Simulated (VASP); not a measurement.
A run of VASP 6.6.1:

POSCAR

```
Cr3N2
1.0
    0.0000000000     -2.8653578978      0.0000000000
    2.8653578978      0.0000000000      0.0000000000
   -1.4326789489      1.4326789489      5.7676750000
Cr N
3 2
Direct
    0.0000000000      0.0000000000      0.0000000000
    0.6531535000      0.6531535000      0.3063070000
    0.3468465000      0.3468465000      0.6936930000
    0.8316505000      0.8316505000      0.6633010000
    0.1683495000      0.1683495000      0.3366990000
```

The input INCAR.step1:

```
ALGO = Normal
EDIFF = 1E-4
ENCUT = 520
GGA = PE
ISMEAR = 0
ISPIN = 2
LASPH = T
LCHARG = F
LMAXMIX = 4
LREAL = F
LWAVE = T
MAGMOM = -3 3 3 0 0
NBANDS = 35
NELM = 150
PREC = Accurate
SIGMA = 0.05
```

File INCAR.step2:

```
ALGO = Normal
EDIFF = 1E-7
ENCUT = 520
ISIF = 2
ISMEAR = 0
ISPIN = 2
ISTART = 1
LASPH = T
LCHARG = F
LMAXMIX = 4
LMIXTAU = T
LORBIT = 11
LREAL = F
LWAVE = F
MAGMOM = -3 3 3 0 0
METAGGA = R2SCAN
NBANDS = 35
NELM = 150
PREC = Accurate
SIGMA = 0.05
```

File KPOINTS:

```
k-points
0
Gamma
  10 10 10
```

Potentials or basis: VASP PAW PBE potentials, release 64 (Cr_pv, N).

Run with:

```console
$ cat potpaw_PBE.64/Cr_pv/POTCAR potpaw_PBE.64/N/POTCAR > POTCAR
$ cp INCAR.step1 INCAR
$ mpirun -np 1 vasp_std > vasp.out
$ cp INCAR.step2 INCAR
$ mpirun -np 1 vasp_std > vasp.out
```

Hardware: 1 thread of Oxide Virtual Turin-like Processor, with other jobs on the host.

Problem. Estimate the wall time of this run.

Solution. Wall time 23 min on 1 thread of Oxide Virtual Turin-like Processor (shared host), peak memory 0.33 GiB. Counts: k points 102.
